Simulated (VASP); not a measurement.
A run of VASP 6.6.1 is set up as follows.

File INCAR:

```
SYSTEM = Au
PREC = Accurate ; ENCUT = 500
EDIFF = 1E-6 ; ISMEAR = -1
SIGMA = 0.1 ; LREAL = .FALSE.
LASPH = .TRUE. ; NELM = 120
ALGO = Normal ; ISIF = 2
LWAVE = .FALSE. ; LCHARG = .FALSE.
GGA = PS ; NBANDS = 18
GGA_COMPAT = .FALSE.
```

Contents of KPOINTS:

```
regular mesh
0
G
  9 9 5
  0 0 0
```

The input POSCAR:

```
Au
1.0
    2.8659931711      0.0000000000      0.0000000000
   -1.4329965855      2.4820228932      0.0000000000
    0.0000000000      0.0000000000      4.7853628026
Au
2
Direct
    0.3333333333      0.6666666667      0.2500000000
    0.6666666667      0.3333333333      0.7500000000
```

Potentials or basis: VASP PAW PBE potentials, release 64 (Au).

Command:

```sh
$ cat potpaw_PBE.64/Au/POTCAR > POTCAR
$ mpirun -np 1 vasp_std > vasp.out
```

Q: Estimate the band gap on the k mesh.

A: Zero (bands 11 and 12 overlap by 6.08 eV).

Q: Estimate the pressure.

A: -0.3 GPa.

Caveat: the PAW data sets were made with another functional, which shifts forces and pressure a little; spin-orbit coupling is left out, which moves the levels of the heavy elements.
